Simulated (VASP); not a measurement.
# TaBi2O5 (I4/m) in VASP: single point with PBE

Aim: the single point of TaBi2O5 with PBE.

Program: VASP 6.6.1. These are calculated values, not measurements. Logs are shortened: lines on timing, memory, paths and dates and some standing lists are left out, and cuts for length are marked.

## (1) The cell of the first run

It takes space group I4/m (No. 87, tetragonal). The conventional cell has a = 9.043 Å, b = 9.043 Å, c = 6.180 Å, α = 90.00°, β = 90.00°, γ = 90.00°. Within 2.6 Å of Ta (site symmetry 4) lie 4 O at 1.94 Å. Within 3.1 Å of Bi (site symmetry m) lie 8 O at 2.35 to 2.77 Å. Within 3.2 Å of O (site symmetry -4) lie 4 Bi at 2.39 Å and 6 O at 2.83 to 3.09 Å. Within 2.6 Å of O (site symmetry 1) lie 1 Ta at 1.94 Å and 1 Bi at 2.35 Å.

## (2) Single point, PBE

Input file INCAR:

```
PREC = Accurate
ENCUT = 600
EDIFF = 1E-6
ISMEAR = 0
SIGMA = 0.1
LREAL = F
LASPH = T
NELM = 120
ALGO = Normal
ISIF = 2
LWAVE = F
LCHARG = F
GGA = PE
NBANDS = 85
GGA_COMPAT = F
```

Input file KPOINTS:

```
Automatic mesh
0
Gamma
  4 4 4
```

Input file POSCAR:

```
TaBi2O5
1.0
   -4.5216074417      4.5216074417      3.0899624205
    4.5216074417     -4.5216074417      3.0899624205
    4.5216074417      4.5216074417     -3.0899624205
Ta Bi O
2 4 10
Direct
    0.7727237990      0.7727237990      0.0000000000
    0.2272762010      0.2272762010      0.0000000000
    0.8226577539      0.4052399917      0.2278977456
    0.4052399917      0.1773422461      0.5825822378
    0.5947600083      0.8226577539      0.4174177622
    0.1773422461      0.5947600083      0.7721022544
    0.2500000000      0.7500000000      0.5000000000
    0.5223398151      0.6432063440      0.7256342027
    0.6432063440      0.9175721413      0.1208665289
    0.7967056124      0.5223398151      0.8791334711
    0.9175721413      0.7967056124      0.2743657973
    0.0824278587      0.2032943876      0.7256342027
    0.2032943876      0.4776601849      0.1208665289
    0.3567936560      0.0824278587      0.8791334711
    0.4776601849      0.3567936560      0.2743657973
    0.7500000000      0.2500000000      0.5000000000
```

Potentials or basis: VASP PAW PBE potentials, release 64 (Ta_pv, Bi_d, O).

Command:

```
> cat potpaw_PBE.64/Ta_pv/POTCAR potpaw_PBE.64/Bi_d/POTCAR potpaw_PBE.64/O/POTCAR > POTCAR
> mpirun -np 1 vasp_std > vasp.out
```

OUTCAR:

```text
PREC = Accurate
   ENCUT = 600
   EDIFF = 1E-6
   ISMEAR = 0
   LREAL = F
   LASPH = T
   NELM = 120
   ISIF = 2
   GGA = PE

 ion  position               nearest neighbor table
   1  0.773  0.773  0.000-   8 1.94   9 1.94  10 1.94  11 1.94   2 2.81   2 3.37   4 3.48   5 3.48
                             6 3.48   3 3.48
   2  0.227  0.227  0.000-  12 1.94  13 1.94  14 1.94  15 1.94   1 2.81   1 3.37   5 3.48   4 3.48
                             3 3.48   6 3.48
   3  0.823  0.405  0.228-  15 2.35  11 2.35   7 2.39  16 2.39   9 2.71  13 2.71  10 2.77  14 2.77
                             1 3.48   2 3.48   6 3.64
   4  0.405  0.177  0.583-  10 2.35  14 2.35   7 2.39  16 2.39  15 2.71  11 2.71  12 2.77   8 2.77
                             1 3.48   2 3.48   5 3.64
   5  0.595  0.823  0.417-   9 2.35  13 2.35   7 2.39  16 2.39   8 2.71  12 2.71  15 2.77  11 2.77
                             1 3.48   2 3.48   4 3.64
   6  0.177  0.595  0.772-   8 2.35  12 2.35  16 2.39   7 2.39  14 2.71  10 2.71   9 2.77  13 2.77
                             1 3.48   2 3.48   3 3.64
   7  0.250  0.750  0.500-   3 2.39   4 2.39   5 2.39   6 2.39
   8  0.522  0.643  0.726-   1 1.94   6 2.35   5 2.71   4 2.77
   9  0.643  0.918  0.121-   1 1.94   5 2.35   3 2.71   6 2.77
  10  0.797  0.522  0.879-   1 1.94   4 2.35   6 2.71   3 2.77
  11  0.918  0.797  0.274-   1 1.94   3 2.35   4 2.71   5 2.77
  12  0.082  0.203  0.726-   2 1.94   6 2.35   5 2.71   4 2.77
  13  0.203  0.478  0.121-   2 1.94   5 2.35   3 2.71   6 2.77
  14  0.357  0.082  0.879-   2 1.94   4 2.35   6 2.71   3 2.77
  15  0.478  0.357  0.274-   2 1.94   3 2.35   4 2.71   5 2.77
  16  0.750  0.250  0.500-   6 2.39   4 2.39   5 2.39   3 2.39

  LATTYP: Found a body centered tetragonal cell.
 ALAT       =     9.0432148834
 C/A-ratio  =     0.6833769761

  Lattice vectors:

 A1 = (  -4.5216074417,   4.5216074417,   3.0899624205)
 A2 = (   4.5216074417,  -4.5216074417,   3.0899624205)
 A3 = (   4.5216074417,   4.5216074417,  -3.0899624205)

Analysis of symmetry for initial positions (statically):
=====================================================================
 Subroutine PRICEL returns:
 Original cell was already a primitive cell.

 Routine SETGRP: Setting up the symmetry group for a
 body centered tetragonal supercell.

 Subroutine GETGRP returns: Found  8 space group operations
 (whereof  8 operations were pure point group operations)
 out of a pool of 16 trial point group operations.

The static configuration has the point symmetry C_4h.

Analysis of symmetry for dynamics (positions and initial velocities):
=====================================================================
 Subroutine PRICEL returns:
 Original cell was already a primitive cell.

 Routine SETGRP: Setting up the symmetry group for a
 body centered tetragonal supercell.

 Subroutine GETGRP returns: Found  8 space group operations
 (whereof  8 operations were pure point group operations)
 out of a pool of 16 trial point group operations.

The dynamic configuration has the point symmetry C_4h.

 Subroutine INISYM returns: Found  8 space group operations
 (whereof  8 operations are pure point group operations),
 and found     1 'primitive' translations

----------------------------------------------------------------------------------------

                                     Primitive cell

  volume of cell :     252.6963

  direct lattice vectors                    reciprocal lattice vectors
    -4.521607442  4.521607442  3.089962421     0.000000000  0.110580144  0.161814266
     4.521607442 -4.521607442  3.089962421     0.110580144  0.000000000  0.161814266
     4.521607442  4.521607442 -3.089962421     0.110580144  0.110580144  0.000000000

  length of vectors
     7.101952934  7.101952934  7.101952934     0.195989348  0.195989348  0.156383939

  position of ions in fractional coordinates (direct lattice)
     0.772723799  0.772723799  0.000000000
     0.227276201  0.227276201  0.000000000
     0.822657754  0.405239992  0.227897746
     0.405239992  0.177342246  0.582582238
     0.594760008  0.822657754  0.417417762
     0.177342246  0.594760008  0.772102254
[... 8 lines left out ...]
     0.477660185  0.356793656  0.274365797
     0.750000000  0.250000000  0.500000000

  ion indices of the primitive-cell ions
   primitive index   ion index
                 1           1
                 2           2
                 3           3
                 4           4
                 5           5
                 6           6
[... 8 lines left out ...]
                15          15
                16          16

----------------------------------------------------------------------------------------

 KPOINTS: Automatic mesh

Automatic generation of k-mesh.
 Grid dimensions read from file:
 generate k-points for:    4    4    4

 Generating k-lattice:

  Cartesian coordinates                     Fractional coordinates (reciprocal lattice)
     0.000000000  0.027645036  0.040453566     0.250000000  0.000000000  0.000000000
     0.027645036  0.000000000  0.040453566     0.000000000  0.250000000  0.000000000
     0.027645036  0.027645036  0.000000000     0.000000000  0.000000000  0.250000000

  Length of vectors
     0.048997337  0.048997337  0.039095985

  Shift w.r.t. Gamma in fractional coordinates (k-lattice)
     0.000000000  0.000000000  0.000000000

 Subroutine IBZKPT returns following result:
 ===========================================

 Found     14 irreducible k-points:

 Following reciprocal coordinates:
            Coordinates               Weight
  0.000000  0.000000  0.000000      1.000000
  0.250000  0.000000  0.000000      8.000000
  0.500000  0.000000  0.000000      4.000000
  0.250000  0.250000  0.000000      8.000000
  0.500000  0.250000 -0.000000      8.000000
 -0.250000  0.500000  0.000000      8.000000
 -0.250000  0.250000  0.000000      4.000000
  0.500000  0.500000  0.000000      2.000000
  0.250000  0.250000  0.250000      2.000000
 -0.250000  0.250000  0.250000      4.000000
  0.500000  0.500000  0.250000      4.000000
 -0.250000  0.500000  0.250000      8.000000
 -0.250000 -0.250000  0.250000      2.000000
  0.500000  0.500000  0.500000      1.000000
   k-points           NKPTS =     14   k-points in BZ     NKDIM =     14   number of bands    NBANDS=     85
   number of dos      NEDOS =    301   number of ions     NIONS =     16
   total plane-waves  NPLWV = 216000
   dimension x,y,z NGX =    60 NGY =   60 NGZ =   60
   dimension x,y,z NGXF=   120 NGYF=  120 NGZF=  120
   ions per type =               2   4  10
   NGX,Y,Z   is equivalent  to a cutoff of  14.05, 14.05, 14.05 a.u.
   NGXF,Y,Z  is equivalent  to a cutoff of  28.09, 28.09, 28.09 a.u.
 SYSTEM =  unknown system
   PREC   = accura    normal or accurate (medium, high low for compatibility)
   ISTART =      0    job   : 0-new  1-cont  2-samecut
   ICHARG =      2    charge: 1-file 2-atom 10-const
   ISPIN  =      1    spin polarized calculation?
   LNONCOLLINEAR =      F non collinear calculations
   LSORBIT =      F    spin-orbit coupling
   LASPH  =      T    aspherical Exc in radial PAW
   ENCUT  =  600.0 eV  44.10 Ry    6.64 a.u.  14.18 14.18 14.18*2*pi/ulx,y,z
   NELM   =    120;   NELMIN=  2; NELMDL= -5     # of ELM steps
   EDIFF  = 0.1E-05   stopping-criterion for ELM
   LREAL  =      F    real-space projection
   EDIFFG = 0.1E-04   stopping-criterion for IOM
   NSW    =      0    number of steps for IOM
   IBRION =     -1    ionic relax: 0-MD 1-quasi-New 2-CG
   NFREE  =      0    steps in history (QN), initial steepest desc. (CG)
   ISIF   =      2    stress and relaxation
   ISYM   =      2    0-nonsym 1-usesym 2-fastsym
   POTIM  = 0.5000    time-step for ionic-motion
   TEBEG  =    0.0;   TEEND  =   0.0 temperature during run
   PSTRESS=    0.0 pullay stress
   NELECT =     142.0000    total number of electrons
   NUPDOWN=      -1.0000    fix difference up-down
   EMIN   =  10.00;   EMAX   =-10.00  energy-range for DOS
   EFERMI =   0.00;   METHOD = LEGACY
   ISMEAR =     0;   SIGMA  =   0.10  broadening in eV -4-tet -1-fermi 0-gaus
   EFERMI_NEDOS =   21; number of points for ismear=-14 and -15
   IALGO  =     38    algorithm
   IMIX   =      4    mixing-type and parameters
     AMIX     =   0.40;   BMIX     =  1.00
     AMIX_MAG =   1.60;   BMIX_MAG =  1.00
  volume/ion in A,a.u.               =      15.79       106.58
  Fermi-wavevector in a.u.,A,eV,Ry     =   1.350946  2.552918 24.831381  1.825055
  Thomas-Fermi vector in A             =   2.478408
   LORBIT       =      0    0 simple, 1 ext, 2 COOP (PROOUT), +10 PAW based schemes
   GGA     = PE    functional components
   LHFCALC =     F    Hartree Fock is set to
   AEXX    =    0.0000 exact exchange contribution
   IVDW    =     0    specifies the selected vdW correction
   LEPSILON=     F    determine dielectric tensor
   LRPA    =     F    only Hartree local field effects (RPA)
 non-spin polarized calculation
 Gauss-broadening in eV      SIGMA  =   0.10
  energy-cutoff  :      600.00
  volume of cell :      252.70
 maximum number of plane-waves:      8476
 NGX is ok and might be reduce to    60
   NGX = 29   NGY = 29   NGZ = 29

 number of electron     142.0000003 magnetization

 Free energy of the ion-electron system (eV)
  ---------------------------------------------------
  ext. energy  EPLUGINS =         0.00000000
  ---------------------------------------------------
  free energy    TOTEN  =      -114.82105940 eV

  energy without entropy =     -114.82105940  energy(sigma->0) =     -114.82105940

 E-fermi :   4.6645     XC(G=0): -10.3161

 val. band max:        4.2166925228   @ k =   0.5000   0.0000   0.0000
 cond. band min:       6.3744275858   @ k =  -0.2500  -0.2500   0.2500
 fundamental gap:      2.1577350631
 Fermi energy:         4.6645150642

 k-point     1 :       0.0000    0.0000    0.0000
  band No.  band energies     occupation
      1     -29.7594      2.00000
      2     -29.6573      2.00000
      3     -29.6573      2.00000
      4     -29.5998      2.00000
      5     -29.5998      2.00000
      6     -29.2342      2.00000
[... 1193 lines left out ...]
     82       9.2728      0.00000
     83       9.8120      0.00000
 [bands above 83 left out]

------------------------ aborting loop because EDIFF is reached ----------------------------------------

  FORCE on cell =-STRESS in cart. coord.  units (eV):
  Direction    XX          YY          ZZ          XY          YZ          ZX
  --------------------------------------------------------------------------------------
  -------------------------------------------------------------------------------------
  Total        1.2603953      1.2603953      0.4337964      0.0000005      0.0000000     -0.0000000
  in kB        7.9913191      7.9913191      2.7504111      0.0000034      0.0000000     -0.0000000
  external PRESSURE =       6.2443498 kB  Pullay stress =       0.0000000 kB

 VOLUME and BASIS-vectors are now :
 -----------------------------------------------------------------------------
  energy-cutoff  :      600.00
  volume of cell :      252.70
      direct lattice vectors                 reciprocal lattice vectors
    -4.521607442  4.521607442  3.089962421     0.000000000  0.110580144  0.161814266
     4.521607442 -4.521607442  3.089962421     0.110580144  0.000000000  0.161814266
     4.521607442  4.521607442 -3.089962421     0.110580144  0.110580144  0.000000000

 POSITION                                       TOTAL-FORCE (eV/Angst)
 -----------------------------------------------------------------------------------
      0.00000      0.00000      4.77538         0.000000      0.000000      0.399624
      0.00000      0.00000      1.40455        -0.000000      0.000000     -0.399624
     -0.85694      2.91786      3.08996         0.000072     -0.007152      0.000000
      1.60374      3.66467      0.00000         0.007152      0.000072      0.000000
      2.91786      0.85694      3.08996        -0.007152     -0.000072      0.000000
      5.37854      1.60374     -0.00000        -0.000072      0.007152      0.000000
[... 8 lines left out ...]
      0.69406      1.78709      1.73065         0.043221      0.129334      0.031058
     -0.00000      4.52161      1.54498        -0.000000      0.000000      0.000000
 -----------------------------------------------------------------------------------
    total drift:                               -0.000000     -0.000000      0.000000

  FREE ENERGIE OF THE ION-ELECTRON SYSTEM (eV)
  ---------------------------------------------------
  free  energy   TOTEN  =      -114.8210594048 eV

  energy  without entropy=     -114.8210594048  energy(sigma->0) =     -114.82105940
```

Run time: 20 min. Hardware: 1 thread of Oxide Virtual Turin-like, shared host; peak memory 0.63 GiB.

Results:

* Free energy: -114.8211 eV
* Pressure: 0.6 GPa
* Largest force: 0.400 eV/Å
* Band gap on the k mesh: 2.16 eV

Forces in eV/Å, atoms in the order of the input:
```
Ta   0.000  0.000  0.400
Ta   0.000  0.000 -0.400
Bi   0.000 -0.007  0.000
Bi   0.007  0.000  0.000
Bi  -0.007  0.000  0.000
Bi   0.000  0.007  0.000
O    0.000  0.000  0.000
O   -0.043 -0.129 -0.031
O    0.129 -0.043 -0.031
O   -0.129  0.043 -0.031
O    0.043  0.129 -0.031
O   -0.043 -0.129  0.031
O    0.129 -0.043  0.031
O   -0.129  0.043  0.031
O    0.043  0.129  0.031
O    0.000  0.000  0.000
```

Stress tensor (GPa, compression positive):
```
0.80 0.00 0.00
0.00 0.80 0.00
0.00 0.00 0.28
```

Levels at points of the mesh, in eV from the valence-band top:
| k point | band 67 | band 68 | band 69 | band 70 | band 71 | band 72 | band 73 | band 74 | band 75 | band 76 |
| --- | --- | --- | --- | --- | --- | --- | --- | --- | --- | --- |
| (0.00, 0.00, 0.00) | -0.76 | -0.76 | -0.74 | -0.74 | -0.73 | 2.59 | 2.59 | 3.20 | 3.73 | 4.11 |
| (0.50, 0.00, 0.00) | -0.78 | -0.73 | -0.43 | -0.18 | 0.00 | 2.17 | 3.06 | 3.10 | 3.46 | 3.97 |
| (0.50, 0.50, 0.00) | -0.83 | -0.77 | -0.77 | -0.59 | -0.56 | 2.41 | 2.80 | 3.04 | 3.26 | 4.11 |
| (0.50, 0.50, 0.50) | -0.74 | -0.74 | -0.69 | -0.55 | -0.55 | 2.47 | 2.50 | 2.50 | 3.53 | 3.91 |

Caveat: spin-orbit coupling is left out, which moves the levels of the heavy elements.
